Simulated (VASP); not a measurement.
Wanted: the native input for a VASP 6.6.1 run.

- Task: relaxation of cell and atoms
- Functional: LDA
- Potentials or basis: VASP PAW LDA potentials, release 64 (Ti_sv, Ni)
- Cutoff: 600 eV
- k mesh: 8 × 8 × 8
- Occupations: fermi-dirac, width 0.15 eV
- Spin: collinear spin, ferromagnetic start
- Starting moments: [0.0, 1.0] μB
- Dipole correction: no
- Further INCAR settings: ALGO = Normal; EDIFF = 1e-06; IBRION = 2; EDIFFG = -0.01; NSW = 80; ISIF = 3

The structure of TiNi lies in POSCAR:

```
TiNi
1.0
    2.9880660000      0.0000000000      0.0000000000
    0.0000000000      2.9880660000      0.0000000000
    0.0000000000      0.0000000000      2.9880660000
Ti Ni
1 1
Direct
    0.5000000000      0.5000000000      0.5000000000
    0.0000000000      0.0000000000      0.0000000000
```

These files were run (other wordings do the same):

INCAR

```
SYSTEM = TiNi
PREC     = Accurate       ! precision mode
ENCUT    = 600            ! plane-wave cutoff, eV
EDIFF    = 1E-6           ! SCF threshold, eV
ISMEAR   = -1             ! smearing method
SIGMA    = 0.15           ! smearing width, eV
LREAL    = .False.        ! projectors in reciprocal space
LASPH    = .True.         ! aspherical terms in the spheres
NELM     = 150            ! most SCF steps
ALGO     = Normal         ! electronic algorithm
ISIF     = 3              ! what is computed and relaxed
LWAVE    = .False.        ! write WAVECAR
LCHARG   = .False.        ! write CHGCAR
ISPIN    = 2              ! spin polarisation
MAGMOM   = 0 1            ! initial moments
LORBIT   = 11             ! projections on sites
LMAXMIX  = 4              ! l up to which the mixer works
IBRION   = 2              ! ionic algorithm
NSW      = 80             ! ionic steps
EDIFFG   = -0.01          ! ionic threshold
```

KPOINTS

```
regular mesh
0
Gamma
  8 8 8
  0 0 0
```

Potentials or basis: VASP PAW LDA potentials, release 64 (Ti_sv, Ni).

Command:

```bash
$ cat potpaw_LDA.64/Ti_sv/POTCAR potpaw_LDA.64/Ni/POTCAR > POTCAR
$ mpirun -np 1 vasp_std > vasp.out
```

Results of the run:

```json
{
  "Relaxed volume": "12.72 Å³/atom",
  "Relaxed cell": "a = 2.941 Å, b = 2.941 Å, c = 2.941 Å, α = 90.00°, β = 90.00°, γ = 90.00°",
  "Space group after relaxing (to 0.1 Å)": "Pm-3m (No. 221)",
  "Energy gained by relaxing": "16.3 meV/atom",
  "Ionic steps": "3",
  "Pressure after relaxing": "-0.1 GPa",
  "Band gap on the k mesh": "zero (filled and empty bands overlap)",
  "Net moment": "0.00 μB per cell",
  "Valence electrons inside the program's atomic spheres": "Ti 10.35; Ni 9.47"
}
```

Wall time 43 s on 1 thread of Intel(R) Xeon(R) Platinum 8488C (Sapphire Rapids), with other jobs on the host, peak memory 0.15 GiB.
